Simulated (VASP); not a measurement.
**MnCl3: single point with PBEsol**

Crystal: MnCl3.

```xyz
4
Lattice="4.7242 0.0000 0.0000 0.0000 4.7242 0.0000 0.0000 0.0000 4.7242" Properties=species:S:1:pos:R:3 pbc="T T T"
Mn    0.0000    0.0000    0.0000
Cl    2.3621    0.0000    0.0000
Cl    0.0000    0.0000    2.3621
Cl    0.0000    2.3621    0.0000
```

* Program: VASP 6.6.1
* Task: single point
* Functional: PBEsol
* Potentials or basis: VASP PAW PBE potentials, release 64 (Mn_pv, Cl)
* Cutoff: 520 eV
* k mesh: 6 × 6 × 6
* Occupations: gaussian, width 0.05 eV
* Spin: collinear spin, ferromagnetic start
* Starting moments: [3.86, 0.0, 0.0, 0.0] μB
* Dipole correction: no
* Further INCAR settings: ALGO = Normal; EDIFF = 1e-06; NBANDS = 29

```
Pressure                                              : -1.7 GPa
Net moment                                            : 4.06 μB per cell
Site moments                                          : Mn +3.69; Cl +0.04 μB
Valence electrons inside the program's atomic spheres : Mn 11.35; Cl 5.08
```

Levels at points of the mesh, in eV from the Fermi level:
Spin up:
```tsv
k point	band 16	band 17	band 18	band 19	band 20	band 21	band 22	band 23
(0.00, 0.00, 0.00)	-1.08	-1.08	-0.81	-0.81	-0.81	4.18	6.43	9.50
(0.50, 0.00, 0.00)	-0.91	-0.91	-0.57	-0.57	-0.21	7.38	8.48	8.56
(0.50, 0.50, 0.00)	-0.92	-0.56	-0.56	-0.15	1.97	8.61	8.61	9.10
(0.50, 0.50, 0.50)	-0.15	-0.15	-0.15	1.98	1.98	7.18	7.42	7.42
```
Spin down:
```tsv
k point	band 11	band 12	band 13	band 14	band 15	band 16	band 17	band 18	band 19	band 20
(0.00, 0.00, 0.00)	-0.95	-0.95	-0.73	-0.73	-0.73	1.08	1.08	1.08	1.40	1.40
(0.50, 0.00, 0.00)	-1.85	-1.85	-1.16	-0.80	-0.80	1.10	1.40	2.05	2.05	2.36
(0.50, 0.50, 0.00)	-1.82	-1.82	-1.52	-1.52	-0.02	1.75	2.05	2.05	2.28	4.18
(0.50, 0.50, 0.50)	-3.10	-3.10	-0.01	-0.01	-0.01	2.29	2.29	2.29	4.18	4.18
```

It took 3.1 min on 1 thread of Intel Xeon 8259CL, on a shared host, peak memory 0.28 GiB.

Caveat: the PAW data sets were made with another functional, which shifts forces and pressure a little; a cell with one magnetic atom can't hold antiferromagnetic order, which such compounds often take; semilocal functionals often make such compounds metallic where correlation or magnetic order opens a gap, which also shifts bond lengths. With open d or f shells a metallic result of PBEsol can be an artefact of self-interaction; +U or a hybrid may open a gap.
